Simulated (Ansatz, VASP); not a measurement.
Ti: VASP beside Ansatz

INCAR

```
SYSTEM = Ti
ALGO     = Fast           ! electronic algorithm
EDIFF    = 1E-6           ! SCF threshold, eV
ENCUT    = 520            ! plane-wave cutoff, eV
GGA      = PS             ! functional
ISIF     = 2              ! what is computed and relaxed
ISMEAR   = 0              ! smearing method
LASPH    = .True.         ! aspherical terms in the spheres
LCHARG   = .False.        ! write CHGCAR
LREAL    = .False.        ! projectors in reciprocal space
LWAVE    = .False.        ! write WAVECAR
NBANDS   = 19             ! bands
NELM     = 100            ! most SCF steps
PREC     = Accurate       ! precision mode
SIGMA    = 0.15           ! smearing width, eV
```

Contents of KPOINTS:

```
k-points
0
Gamma
  24 24 24
  0 0 0
```

File POSCAR:

```
Ti
1.0
    0.0000000000     -2.0279211515     -2.0279211515
   -2.0279211515      0.0000000000     -2.0279211515
    2.0279211515      2.0279211515     -4.0558423031
Ti
2
Direct
    0.5160144060      0.5160144060      0.4519567820
   -0.0160144060     -0.0160144060      0.0480432180
```

Input for Ansatz:

```yaml
crystal:
  lattice:
    - [0.0, -2.0279211515, -2.0279211515]
    - [-2.0279211515, 0.0, -2.0279211515]
    - [2.0279211515, 2.0279211515, -4.0558423031]
  atoms:
    - { symbol: Ti, position: [0.516014406, 0.516014406, 0.451956782] }
    - { symbol: Ti, position: [-0.016014406, -0.016014406, 0.048043218] }
basis:
  ecutwfc: 420
kpoints:
  mp_grid: { grid: [24, 24, 24] }
hamiltonian:
  xc: pbesol
scf:
  occupations: { method: gaussian, width: 0.15 }
  mixing: { algorithm: broyden, beta: 0.2 }
output:
  forces: true
  eigenvalues: true
  stress: true
```

Alike in both runs: task single point; functional PBEsol; k mesh 24 × 24 × 24; occupations gaussian, width 0.15 eV; no spin polarisation.

```csv
,VASP,Ansatz
version,VASP 6.6.1,Ansatz 0.2.0
potentials or method,"VASP PAW PBE potentials, release 64 (Ti_sv), cutoff 520 eV","scalar-relativistic, plane waves, PAW"
valence electrons in the cell,24,24
```

|  | VASP | Ansatz | Ansatz less VASP |
| --- | --- | --- | --- |
| gap on the k mesh at the Fermi level (eV) | none | none | - |
| pressure (GPa) | 9.3 | 9.6 | +0.33 |
| traceless stress, the component that is largest in VASP (GPa) | 2.67 | 2.62 | -0.047 |
| rms of the force components (eV/Å) | 1.738 | 1.746 | +0.0086 |

VASP's potentials were made for PBE, not for PBEsol. Atom by atom the forces differ by 0.009 eV/Å (rms over components). A gap of «none» marks a metal or a gap that the smearing closes.
